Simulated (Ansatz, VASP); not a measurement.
Given: the input of a run of Ansatz 0.2.0 on SnSe2.

Contents of input.yaml:

```yaml
crystal:
  lattice:
    - [3.811, 0.0, 0.0]
    - [-1.9055, 3.3004228138, 0.0]
    - [0.0, 0.0, 6.136]
  atoms:
    - { symbol: Sn, position: [0.0, 0.0, 0.0] }
    - { symbol: Se, position: [0.6666666667, 0.3333333333, 0.751] }
    - { symbol: Se, position: [0.3333333333, 0.6666666667, 0.249] }
hamiltonian:
  xc: r2scan
  pseudopotentials: { kind: paw }
  dispersion: d4
kpoints:
  mp_grid: { grid: [8, 8, 5] }
scf:
  occupations: { method: fermi_dirac, width: 0.05 }
output:
  forces: true
  stress: true
  eigenvalues: true
relax:
  f_tol: 0.01
  max_steps: 40
  cell: { stress_tol: 0.05 }
```

Potentials or basis: Ansatz PAW.

The run is started by

```bash
$ ansatz run input.yaml --threads 2 --pin off --max-ram 5632MiB --backend cpu --events-out ev --progress --plain --runs-dir out
```

Q: Set up the same calculation for VASP 6.6.1. Potentials there: VASP PAW PBE potentials, release 64 (Sn_d, Se).

A: As run (the cutoff follows the program's own potentials):

The input POSCAR:

```
SnSe2
1.0
    3.8110000000      0.0000000000      0.0000000000
   -1.9055000000      3.3004228138      0.0000000000
    0.0000000000      0.0000000000      6.1360000000
Sn Se
1 2
Direct
    0.0000000000      0.0000000000      0.0000000000
    0.6666666667      0.3333333333      0.7510000000
    0.3333333333      0.6666666667      0.2490000000
```

Contents of INCAR.step1:

```
SYSTEM = SnSe2
PREC = Accurate
ENCUT = 600
ISMEAR = -1
SIGMA = 0.05
LREAL = .False.
LASPH = .True.
NELM = 60
GGA = PE
ALGO = Normal
EDIFF = 1E-4
LWAVE = .True.
LCHARG = .False.
```

The input INCAR.step2:

```
SYSTEM = SnSe2
PREC = Accurate
ENCUT = 600
EDIFF = 1E-7
ISMEAR = -1
SIGMA = 0.05
LREAL = .False.
LASPH = .True.
NELM = 60
ALGO = Normal
ISIF = 3
LWAVE = .False.
LCHARG = .False.
METAGGA = R2SCAN
LMIXTAU = .True.
IVDW = 13
VDW_S6 = 1.0
VDW_S8 = 0.6018749
VDW_A1 = 0.51559235
VDW_A2 = 5.77342911
IBRION = 2
NSW = 60
EDIFFG = -0.01
ISTART = 1
```

KPOINTS

```
Automatic mesh
0
Gamma
  8 8 5
  0 0 0
```

Potentials or basis: VASP PAW PBE potentials, release 64 (Sn_d, Se).

The run is started by

```bash
$ cat potpaw_PBE.64/Sn_d/POTCAR potpaw_PBE.64/Se/POTCAR > POTCAR
$ cp INCAR.step1 INCAR
$ mpirun -np 1 vasp_std > vasp.out
$ cp INCAR.step2 INCAR
$ mpirun -np 1 vasp_std > vasp.out
```

Both were run:

|  | VASP | Ansatz | Ansatz less VASP |
| --- | --- | --- | --- |
| gap on the k mesh at the Fermi level, each at its own relaxed structure (eV) | 1.01 | 1.01 | +0.001 |
| relaxed volume (Å³/atom) | 26.49 | 26.57 | +0.082 |
| relaxed length of the cell vector where the two differ most in proportion (Å) | 6.255 | 6.278 | +0.0230 |

VASP's potentials were made for PBE, not for r2SCAN. VASP's potentials hold 26 valence electrons a cell and Ansatz's 46, so a difference there can come from the potentials and not from the codes.

Noted on Ansatz's run: odd divisions of the mesh miss points on the zone boundary, where band edges often lie, so the gap on the mesh can be too wide; the plane-wave basis is chosen anew once the cell has moved, so the energies of steps on either side of that aren't comparable.
